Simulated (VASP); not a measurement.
## Si16N: single point with PBE+D3(BJ)

Si16N, a slab with vacuum:

```
CELL_PARAMETERS angstrom
7.63103 0.00000 0.00000
-3.81552 6.60867 0.00000
0.00000 0.00000 28.98748
ATOMIC_POSITIONS crystal
Si 0.33333 0.16667 0.13799
Si 0.33333 0.66667 0.13799
Si 0.83333 0.16667 0.13799
Si 0.83333 0.66667 0.13799
Si 0.16667 0.33333 0.16547
Si 0.16667 0.83333 0.16547
Si 0.66667 0.33333 0.16547
Si 0.66667 0.83333 0.16547
Si 0.16667 0.33333 0.24688
Si 0.16667 0.83333 0.24688
Si 0.66667 0.33333 0.24688
Si 0.66667 0.83333 0.24688
Si 0.33333 0.16667 0.27436
Si 0.33333 0.66667 0.27436
Si 0.83333 0.16667 0.27436
Si 0.83333 0.66667 0.27436
Si 0.33333 0.16667 0.35563
Si 0.33333 0.66667 0.35563
Si 0.83333 0.16667 0.35563
Si 0.83333 0.66667 0.35563
Si 0.16667 0.33333 0.38271
Si 0.16667 0.83333 0.38271
Si 0.66667 0.33333 0.38271
Si 0.66667 0.83333 0.38271
Si 0.16667 0.33333 0.46576
Si 0.16667 0.83333 0.46576
Si 0.66667 0.33333 0.46576
Si 0.66667 0.83333 0.46576
Si 0.33333 0.16667 0.48943
Si 0.33333 0.66667 0.48943
Si 0.83333 0.16667 0.48943
Si 0.83333 0.66667 0.48943
N 0.33333 0.41667 0.59638
N 0.33333 0.41667 0.63432
```

```yaml
Program: VASP 6.6.1
Task: single point
Functional: PBE
Dispersion: D3(BJ)
Potentials_or_basis: VASP PAW PBE potentials, release 64 (Si, N)
Cutoff: 520 eV
k_mesh: 6 × 6 × 1
Occupations: gaussian, width 0.05 eV
Spin: no spin polarisation
Dipole_correction: yes
Further_INCAR_settings: LREAL = Auto; ALGO = Fast; EDIFF = 1e-06; NBANDS = 92
```

```json
{
  "Largest force": "2.248 eV/Å",
  "Band gap on the k mesh": "zero (bands 69 and 70 overlap by 0.34 eV)",
  "Dispersion energy per atom": "-0.271 eV"
}
```

Forces in eV/Å, atoms in the order of the input:
```
Si  -0.004  0.003  0.512
Si   0.001 -0.005  0.512
Si   0.006  0.003  0.512
Si  -0.001 -0.001  0.515
Si   0.006  0.004 -0.679
Si   0.002  0.001 -0.675
Si  -0.003 -0.002 -0.666
Si  -0.003 -0.001 -0.666
Si   0.005  0.003  0.231
Si  -0.001 -0.001  0.227
Si  -0.005 -0.002  0.220
Si  -0.004 -0.003  0.220
Si  -0.005  0.005 -0.050
Si   0.002 -0.006 -0.050
Si   0.009  0.005 -0.048
Si  -0.003 -0.002 -0.046
Si   0.004  0.000  0.009
Si   0.002  0.003  0.009
Si  -0.007 -0.004  0.026
Si   0.000  0.000  0.011
Si   0.032  0.018  0.061
Si  -0.002 -0.001  0.025
Si  -0.013 -0.001  0.031
Si  -0.007 -0.011  0.031
Si  -0.002 -0.001 -0.001
Si  -0.007 -0.004 -0.021
Si   0.011  0.001 -0.016
Si   0.006  0.008 -0.016
Si  -0.010 -0.016 -0.068
Si  -0.019  0.000 -0.068
Si   0.005  0.003 -0.014
Si   0.000  0.000 -0.020
N    0.006  0.004 -2.248
N   -0.001 -0.001  2.200
```

Levels at points of the mesh, in eV from the Fermi level:
```tsv
k point	band 64	band 65	band 66	band 67	band 68	band 69	band 70	band 71	band 72	band 73
(0.00, 0.00, 0.00)	-0.28	-0.26	-0.26	-0.24	-0.24	-0.24	-0.22	0.13	0.13	0.75
(0.50, 0.00, 0.00)	-0.76	-0.76	-0.08	-0.07	0.00	0.01	0.04	0.06	0.21	0.25
(0.00, 0.50, 0.00)	-0.76	-0.76	-0.08	-0.06	0.00	0.01	0.05	0.06	0.20	0.24
```

It took 2.5 h on 1 thread of Oxide Virtual Turin-like Processor, on a shared host, peak memory 1.9 GiB.

Caveat: the standard files for N, O and F lose accuracy on very short bonds.
